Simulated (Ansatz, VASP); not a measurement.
One calculation of GaN, two programs

POSCAR

```
GaN
1.0
    3.1194863886      0.0000000000      0.0000000000
   -1.5597431943      2.7015544593      0.0000000000
    0.0000000000      0.0000000000      5.2330852249
Ga N
2 2
Direct
    0.3333333333      0.6666666667      0.0016671475
    0.6666666667      0.3333333333      0.5016671475
    0.3333333333      0.6666666667      0.3733328525
    0.6666666667      0.3333333333      0.8733328525
```

Contents of INCAR.step1:

```
SYSTEM = GaN
PREC = Accurate
ENCUT = 520
ISMEAR = 0
SIGMA = 0.01
LREAL = .FALSE.
LASPH = .TRUE.
NELM = 150
MAGMOM = 0 0 0 0 0 0 0 0 0 0 0 0
LSORBIT = .TRUE.
GGA_COMPAT = .FALSE.
NBANDS = 50
GGA = PE
ALGO = Normal
EDIFF = 1E-4
LWAVE = .TRUE.
LCHARG = .FALSE.
```

File INCAR.step2:

```
SYSTEM = GaN
PREC = Accurate
ENCUT = 520
EDIFF = 1E-6
ISMEAR = 0
SIGMA = 0.01
LREAL = .FALSE.
LASPH = .TRUE.
NELM = 150
ALGO = Normal
ISIF = 2
LWAVE = .FALSE.
LCHARG = .FALSE.
MAGMOM = 0 0 0 0 0 0 0 0 0 0 0 0
LORBIT = 11
LSORBIT = .TRUE.
GGA_COMPAT = .FALSE.
LORBMOM = .TRUE.
METAGGA = R2SCAN
LMIXTAU = .TRUE.
NBANDS = 50
ISTART = 1
```

Contents of KPOINTS:

```
Automatic mesh
0
G
  12 12 6
  0 0 0
```

Input for Ansatz:

```yaml
crystal:
  lattice:
    - [3.1194863886, 0.0, 0.0]
    - [-1.5597431943, 2.7015544593, 0.0]
    - [0.0, 0.0, 5.2330852249]
  atoms:
    - { symbol: Ga, position: [0.3333333333, 0.6666666667, 0.0016671475] }
    - { symbol: Ga, position: [0.6666666667, 0.3333333333, 0.5016671475] }
    - { symbol: "N", position: [0.3333333333, 0.6666666667, 0.3733328525] }
    - { symbol: "N", position: [0.6666666667, 0.3333333333, 0.8733328525] }
kpoints:
  mp_grid: { grid: [12, 12, 6] }
  band_path:
    path:
      - [0.0, 0.0, 0.0]
      - [0.5, 0.0, 0.0]
      - [0.3333333333, 0.3333333333, 0.0]
      - [0.0, 0.0, 0.5]
      - [0.5, 0.0, 0.5]
      - [0.3333333333, 0.3333333333, 0.5]
    npoints: 1
hamiltonian:
  xc: r2scan
scf:
  occupations: { method: fixed }
  n_extra_bands: 10
magnetization:
  noncollinear: true
  spin_orbit: true
output:
  forces: true
  stress: true
  eigenvalues: true
```

Change from the starting cell: epitaxial_xy strain -2.0%.

Alike in both runs: task single point; functional r2SCAN; k mesh 12 × 12 × 6; non-collinear spin, spin-orbit coupling.

|  | VASP | Ansatz |
| --- | --- | --- |
| version | VASP 6.6.1 | Ansatz 0.2.0 |
| potentials or method | VASP PAW PBE potentials, release 64 (Ga_d, N) | plane waves, PAW |
| plane-wave cutoff (eV) | 520 | 500 |
| occupations | gaussian, width 0.01 eV | fixed |
| valence electrons in the cell | 36 | 36 |

```csv
,VASP,Ansatz,Ansatz less VASP
pressure (GPa),7.6,6.4,-1.14
"traceless stress, the component that is largest in VASP (GPa)",-6.53,-6.46,+0.070
rms of the force components (eV/Å),0.010,0.000,-0.0098
```

VASP's potentials were made for PBE, not for r2SCAN. Atom by atom the forces differ by 0.010 eV/Å (rms over components).
